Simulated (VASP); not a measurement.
A run of VASP 6.6.1 is set up as follows.

POSCAR

```
Te2Mo
1.0
    3.5182000000      0.0000000000      0.0000000000
   -1.7591000000      3.0468505756      0.0000000000
    0.0000000000      0.0000000000     13.9736000000
Te Mo
4 2
Direct
    0.6666666667      0.3333333333      0.3790000000
    0.3333333333      0.6666666667      0.8790000000
    0.6666666667      0.3333333333      0.1210000000
    0.3333333333      0.6666666667      0.6210000000
    0.6666666667      0.3333333333      0.7500000000
    0.3333333333      0.6666666667      0.2500000000
```

File INCAR.step1:

```
PREC = Accurate
ENCUT = 520
EDIFF = 1E-5
ISMEAR = -1
SIGMA = 0.05
LREAL = F
LASPH = T
NELM = 60
ALGO = Normal
ISIF = 2
LWAVE = T
LCHARG = F
NBANDS = 35
GGA = PE
```

Contents of INCAR.step2:

```
PREC = Accurate
ENCUT = 520
EDIFF = 1E-7
ISMEAR = -1
SIGMA = 0.05
LREAL = F
LASPH = T
NELM = 60
ALGO = Normal
ISIF = 2
LWAVE = F
LCHARG = F
GGA = PS
LHFCALC = T
AEXX = 0.25
PRECFOCK = Fast
NBANDS = 35
ISTART = 1
```

The input KPOINTS:

```
Automatic mesh
0
Gamma
  5 5 1
```

Potentials or basis: VASP PAW PBE potentials, release 64 (Te, Mo_sv).

The run is started by

```sh
$ cat potpaw_PBE.64/Te/POTCAR potpaw_PBE.64/Mo_sv/POTCAR > POTCAR
$ cp INCAR.step1 INCAR
$ mpirun -np 1 vasp_std > vasp.out
$ cp INCAR.step2 INCAR
$ mpirun -np 1 vasp_std > vasp.out
```

**Question.** What does it give for the pressure?

**Answer.** -3.6 GPa.

**Question.** What does it give for the largest force?

**Answer.** 0.561 eV/Å.

**Question.** Predict the band gap on the k mesh.

**Answer.** 1.77 eV (least direct gap 2.48 eV).

Forces in eV/Å, atoms in the order of the input:
```
Te   0.000  0.000 -0.561
Te   0.000  0.000 -0.561
Te   0.000  0.000  0.561
Te   0.000  0.000  0.561
Mo   0.000  0.000  0.000
Mo   0.000  0.000  0.000
```

Caveat: the k points lie up to 0.45 Å⁻¹ apart; the PAW data sets were made with another functional, which shifts forces and pressure a little; spin-orbit coupling is left out, which moves the levels of the heavy elements. A k mesh can miss the band edges.
